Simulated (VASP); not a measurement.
Here is a VASP 6.6.1 calculation.

The input INCAR:

```
SYSTEM = H12CO5
PREC = Accurate
ENCUT = 520
EDIFF = 1E-6
ISMEAR = -1
SIGMA = 0.02
LREAL = .False.
LASPH = .True.
NELM = 120
ALGO = Normal
ISIF = 2
LWAVE = .False.
LCHARG = .False.
GGA = PE
IVDW = 12
NBANDS = 38
GGA_COMPAT = .False.
```

File KPOINTS:

```
Automatic mesh
0
Gamma
  1 1 1
  0 0 0
```

File POSCAR:

```
H12CO5
1.0
    5.0698450000      0.0000000000      0.0000000000
    0.0000000000      5.0698450000      0.0000000000
    0.0000000000      0.0000000000      5.0698450000
O H C
5 12 1
Direct
    0.8276189903      0.4649451808      0.5742779118
    0.5730549948      0.4180009448      0.1592159129
    0.7627057632      0.0201978561      0.9000669646
    0.1814848383      1.1443545118      0.1542847957
    0.1965740570      0.6782653119      0.3314894242
    1.0370139521      0.5815956898      0.3966985184
    0.8196108560      0.2953739217      0.6826638684
    0.7189568912      0.4297567283      0.4141941223
    0.3940751640      0.3062223796      0.1697685038
    0.6026416981      0.1405368409      0.9176217419
    0.7204953998     -0.1592750863      0.8613675566
    0.0436305252      1.1355771232      0.0246555861
    0.1812481447      0.9590628510      0.2196319611
    0.3114493638      0.9574454446      0.5876905507
    0.5091674400      0.5915565466      0.1377556908
    0.2139315896      0.6562922535      0.7383460441
    0.5183787670      0.6739851021      0.5859745219
    0.3195561206      0.7433955081      0.5716151085
```

Potentials or basis: VASP PAW PBE potentials, release 64 (O, H, C).

The run is started by

```console
$ cat potpaw_PBE.64/O/POTCAR potpaw_PBE.64/H/POTCAR potpaw_PBE.64/C/POTCAR > POTCAR
$ mpirun -np 1 vasp_gam > vasp.out
```

(1) Estimate the band gap on the k mesh.

(2) Estimate the pressure.

Results:

(1) 4.97 eV.

(2) 7.2 GPa.

Caveat: the k points lie up to 1.24 Å⁻¹ apart.
